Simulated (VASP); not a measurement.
Here is a VASP 6.6.1 calculation.

File INCAR:

```
SYSTEM = Ca2Al2O
ALGO     = Normal         ! electronic algorithm
EDIFF    = 1E-7           ! SCF threshold, eV
ENCUT    = 520            ! plane-wave cutoff, eV
GGA      = PE             ! functional
ISIF     = 2              ! what is computed and relaxed
ISMEAR   = 0              ! smearing method
LASPH    = .TRUE.         ! aspherical terms in the spheres
LCHARG   = .FALSE.        ! write CHGCAR
LREAL    = .FALSE.        ! projectors in reciprocal space
LWAVE    = .FALSE.        ! write WAVECAR
NBANDS   = 24             ! bands
NELM     = 80             ! most SCF steps
PREC     = Accurate       ! precision mode
SIGMA    = 0.1            ! smearing width, eV
```

File KPOINTS:

```
k-points
0
G
  12 12 6
  0 0 0
```

File POSCAR:

```
Ca2Al2O
1.0
    4.8464135835      0.0000000000      0.0000000000
   -2.4232067917      4.1971172806      0.0000000000
    0.0000000000      0.0000000000      6.1121236706
Ca Al O
2 2 1
Direct
    0.3333333333      0.6666666667      0.5000000000
    0.6666666667      0.3333333333      0.5000000000
    0.3333333333      0.6666666667      0.0000000000
    0.6666666667      0.3333333333      0.0000000000
    0.0000000000      0.0000000000      0.0000000000
```

Potentials or basis: VASP PAW PBE potentials, release 64 (Ca_sv, Al, O).

Command:

```console
$ cat potpaw_PBE.64/Ca_sv/POTCAR potpaw_PBE.64/Al/POTCAR potpaw_PBE.64/O/POTCAR > POTCAR
$ mpirun -np 1 vasp_std > vasp.out
```

(1) Predict the band gap on the k mesh.

(2) Predict the pressure.

## Answers

(1) zero (bands 16 and 17 overlap by 0.92 eV).

(2) 0.0 GPa.
